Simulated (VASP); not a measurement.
Set up this calculation in VASP 6.6.1, as the native input.

* Task: relaxation of cell and atoms
* Functional: PBE
* Potentials or basis: VASP PAW PBE potentials, release 64 (Cs_sv, Au_sv_GW)
* Cutoff: 540 eV
* k mesh: 6 × 6 × 4
* Occupations: gaussian, width 0.1 eV
* Spin: no spin polarisation
* Dipole correction: no
* Further INCAR settings: ALGO = Normal; EDIFF = 1e-07; IBRION = 2; EDIFFG = -0.04; NSW = 90; ISIF = 3

The structure of Cs2Au lies in POSCAR:

```
Cs2Au
1.0
    4.7919823000      0.0000000000      0.0000000000
   -2.3959911500      4.1499784100      0.0000000000
    0.0000000000      0.0000000000      5.3108592500
Cs Au
2 1
Direct
    0.3333333300      0.6666666700      0.5000000000
    0.6666666700      0.3333333300      0.5000000000
    0.0000000000      0.0000000000      0.0000000000
```

The cell was generated, and may not be a known phase.

One way to write it, as run:

INCAR

```
SYSTEM = Cs2Au
  PREC = Accurate
  ENCUT = 540
  EDIFF = 1E-7
  ISMEAR = 0
  SIGMA = 0.1
  LREAL = .False.
  LASPH = .True.
  NELM = 120
  ALGO = Normal
  ISIF = 3
  LWAVE = .False.
  LCHARG = .False.
  GGA = PE
  IBRION = 2
  NSW = 90
  EDIFFG = -0.04
  GGA_COMPAT = .False.
  NELMIN = 4
```

KPOINTS

```
regular mesh
0
Gamma
  6 6 4
  0 0 0
```

Potentials or basis: VASP PAW PBE potentials, release 64 (Cs_sv, Au_sv_GW).

Launch:

```bash
$ cat potpaw_PBE.64/Cs_sv/POTCAR potpaw_PBE.64/Au_sv_GW/POTCAR > POTCAR
$ mpirun -np 1 vasp_std > vasp.out
```

It gave:

| Item | Value |
| --- | --- |
| Relaxed volume | 46.51 Å³/atom |
| Relaxed cell | a = 6.239 Å, b = 6.239 Å, c = 4.139 Å, α = 90.00°, β = 90.00°, γ = 120.00° |
| Space group after relaxing (to 0.1 Å) | P6/mmm (No. 191) |
| Energy gained by relaxing | 1284.3 meV/atom |
| Ionic steps | 10 |
| Pressure after relaxing | -0.1 GPa |
| Band gap on the k mesh | zero (an odd number of electrons rules out a gap without spin polarisation) |

Caveat: the volume moved by over 15 % at a fixed basis, so the end points are rough; spin-orbit coupling is left out, which moves the levels of the heavy elements.

Run time: 6.5 min on 1 thread of Intel(R) Xeon(R) Platinum 8259CL CPU @ 2.50GHz (Skylake/Cascade Lake) (shared host), peak memory 0.27 GiB.
